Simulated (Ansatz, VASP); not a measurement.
**Two plane-wave programs on Al**

File INCAR:

```
PREC = Accurate
ENCUT = 520
EDIFF = 1E-6
ISMEAR = 0
SIGMA = 0.15
LREAL = F
LASPH = T
NELM = 100
ALGO = Normal
ISIF = 2
LWAVE = F
LCHARG = T
GGA = PS
IVDW = 12
LELF = T
LVHAR = T
NBANDS = 8
```

Contents of KPOINTS:

```
Automatic mesh
0
Gamma
  22 22 22
```

POSCAR

```
Al
1.0
    0.0000000000      2.2719551060      1.6062722599
    2.2719551060      0.0000000000      1.6062722599
    2.2719551060      2.2719551060      0.0000000000
Al
1
Direct
    0.0000000000      0.0000000000      0.0000000000
```

Input for Ansatz:

```yaml
crystal:
  lattice:
    - [0.0, 2.271955106, 1.6062722599]
    - [2.271955106, 0.0, 1.6062722599]
    - [2.271955106, 2.271955106, 0.0]
  atoms:
    - { symbol: Al, position: [0.0, 0.0, 0.0] }
basis:
  ecutwfc: 420
kpoints:
  mp_grid: { grid: [22, 22, 22] }
hamiltonian:
  xc: pbesol
  dispersion: d3bj
scf:
  occupations: { method: gaussian, width: 0.15 }
output:
  forces: true
  stress: true
  eigenvalues: true
```

Alike in both runs: task single point; functional PBEsol; dispersion D3(BJ); k mesh 22 × 22 × 22; occupations gaussian, width 0.15 eV; no spin polarisation.

|  | VASP | Ansatz |
| --- | --- | --- |
| version | VASP 6.6.1 | Ansatz 0.2.0 |
| potentials or method | VASP PAW PBE potentials, release 64 (Al), cutoff 520 eV | scalar-relativistic, plane waves, PAW |
| valence electrons in the cell | 3 | 3 |

VASP gave:

| Item | Value |
| --- | --- |
| gap on the k mesh at the Fermi level (eV) | none |
| pressure (GPa) | -3.1 |

**Question.** Estimate Ansatz's values.

**Answer.** gap on the k mesh at the Fermi level (eV): none; pressure (GPa): -3.2.

VASP's potentials were made for PBE, not for PBEsol. A gap of «none» marks a metal or a gap that the smearing closes.
